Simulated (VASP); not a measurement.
## Li4F: single point with PBE

The system is Li4F.

```xyz
5
Lattice="2.4382 1.4077 3.2955 -2.4382 1.4077 3.2955 0.0000 -2.8154 3.2955" Properties=species:S:1:pos:R:3 pbc="T T T"
Li    0.0000    1.4077    3.2955
Li   -1.2191   -0.7038    3.2955
Li    1.2191   -0.7038    3.2955
Li    0.0000    0.0000    4.9433
F     0.0000    0.0000    0.0000
```

```yaml
Program: VASP 6.6.1
Task: single point
Functional: PBE
Potentials_or_basis: VASP PAW PBE potentials, release 64 (Li_sv, F)
Cutoff: 520 eV
k_mesh: 6 × 6 × 6
Occupations: gaussian, width 0.1 eV
Spin: collinear spin, ferromagnetic start
Starting_moments: "[0.0, 0.0, 0.0, 0.0, 1.0] μB"
```

* Net moment: 1.01 μB per cell
* Site moments: Li +0.07, +0.09; F +0.04 μB
* Valence electrons inside the program's atomic spheres: Li 2.13, 2.19; F 6.00

Levels at points of the mesh, in eV from the Fermi level:
Spin up:
```
           k point  band 7  band 8  band 9  band 10  band 11  band 12  band 13  band 14
(0.00, 0.00, 0.00)   -5.35   -4.57   -2.92    -0.77     2.55     2.55     4.12     6.60
(0.50, 0.00, 0.00)   -5.26   -4.64   -1.52    -0.87     0.45     2.13     4.53     4.86
(0.50, 0.50, 0.00)   -5.45   -4.81   -1.16    -0.39     0.97     1.58     2.31     3.92
(0.50, 0.50, 0.50)   -5.42   -5.18   -0.85    -0.59     0.25     3.05     3.05     4.53
```
Spin down:
| k point | band 6 | band 7 | band 8 | band 9 | band 10 | band 11 | band 12 | band 13 |
| --- | --- | --- | --- | --- | --- | --- | --- | --- |
| (0.00, 0.00, 0.00) | -5.27 | -5.27 | -4.56 | -2.41 | 1.17 | 2.71 | 2.71 | 4.71 |
| (0.50, 0.00, 0.00) | -5.45 | -5.18 | -4.64 | -0.96 | -0.02 | 1.76 | 2.13 | 4.90 |
| (0.50, 0.50, 0.00) | -5.38 | -5.35 | -4.81 | -0.30 | 0.48 | 1.61 | 2.39 | 2.42 |
| (0.50, 0.50, 0.50) | -5.35 | -5.35 | -5.20 | -0.35 | 0.84 | 1.66 | 3.18 | 3.18 |

It took 82 s on 1 thread of Intel(R) Xeon(R) Platinum 8259CL CPU @ 2.50GHz (Skylake/Cascade Lake), on a shared host, peak memory 0.23 GiB.
